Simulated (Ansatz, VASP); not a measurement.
## Two plane-wave programs on NbH2

Contents of INCAR:

```
PREC     = Accurate       # precision mode
ENCUT    = 520            # plane-wave cutoff, eV
EDIFF    = 1E-7           # SCF threshold, eV
ISMEAR   = -1             # smearing method
SIGMA    = 0.1            # smearing width, eV
LREAL    = F              # projectors in reciprocal space
LASPH    = T              # aspherical terms in the spheres
NELM     = 80             # most SCF steps
ALGO     = Normal         # electronic algorithm
ISIF     = 2              # what is computed and relaxed
LWAVE    = F              # write WAVECAR
LCHARG   = F              # write CHGCAR
LDIPOL   = T            
IDIPOL   = 3            
DIPOL    = 0.5 0.5 0.494
GGA      = CA             # functional
NBANDS   = 32             # bands
```

Contents of KPOINTS:

```
regular mesh
0
Gamma
  6 6 1
```

File POSCAR:

```
NbH2
1.0
    3.2265282426      0.0000000000      0.0000000000
    1.6132641213      2.7942554241      0.0000000000
    0.0000000000      0.0000000000     19.2447355154
Nb H
3 6
Direct
    0.0000000000      0.0000000000      0.3117735754
    0.3333333333      0.3333333333      0.4486655206
    0.6666666667      0.6666666667      0.5855574657
    0.3333333333      0.3333333333      0.3459965617
    0.0000000000      0.0000000000      0.4144425343
    0.6666666667      0.6666666667      0.4828885069
    0.3333333333      0.3333333333      0.5513344794
    1.0000000000      0.0000000000      0.6197804520
    0.6666666667      0.6666666667      0.6882264246
```

Input for Ansatz:

```yaml
crystal:
  lattice:
    - [3.2265282425542163, 0.0, 0.0]
    - [1.613264121277108, 2.7942554240799105, 0.0]
    - [0.0, 0.0, 19.24473551535872]
  atoms:
    - { symbol: Nb, position: [0.0, 0.0, 0.3117735754389328] }
    - { symbol: H, position: [0.3333333333333333, 0.33333333333333337, 0.34599656172276316] }
    - { symbol: H, position: [0.0, 0.0, 0.414442534290424] }
    - { symbol: Nb, position: [0.3333333333333334, 0.3333333333333333, 0.4486655205742544] }
    - { symbol: H, position: [0.6666666666666669, 0.6666666666666666, 0.4828885068580848] }
    - { symbol: H, position: [0.33333333333333326, 0.33333333333333326, 0.5513344794257455] }
    - { symbol: Nb, position: [0.6666666666666669, 0.6666666666666666, 0.5855574657095761] }
    - { symbol: H, position: [0.9999999999999999, 2.220446049250313e-16, 0.6197804519934065] }
    - { symbol: H, position: [0.6666666666666669, 0.6666666666666667, 0.6882264245610673] }
kpoints:
  mp_grid:
    grid: [6, 6, 1]
hamiltonian:
  xc: lda
efield:
  axis: 3
  dipole_correction: true
scf:
  occupations:
    method: fermi_dirac
    width: 0.1
output:
  write_potential: true
  forces: true
```

Alike in both runs: task single point; functional LDA; k mesh 6 × 6 × 1; occupations fermi-dirac, width 0.1 eV; no spin polarisation.

```csv
,VASP,Ansatz
version,VASP 6.6.1,Ansatz 0.2.0
potentials or method,"VASP PAW LDA potentials, release 64 (Nb_sv, H)","plane waves, PAW"
plane-wave cutoff (eV),520,420
valence electrons in the cell,45,45
```

|  | VASP | Ansatz | Ansatz less VASP |
| --- | --- | --- | --- |
| gap on the k mesh at the Fermi level (eV) | none | none | - |
| rms of the force components (eV/Å) | 0.498 | 0.499 | +0.0011 |

LDA's correlation is that of Perdew and Zunger in VASP and of Perdew and Wang (1992) in Ansatz. A gap of «none» marks a metal or a gap that the smearing closes. Ansatz's warnings: vacuum density over bound, xc potential rough in thin density.

The k mesh is coarse, so the values compare programs but aren't converged.
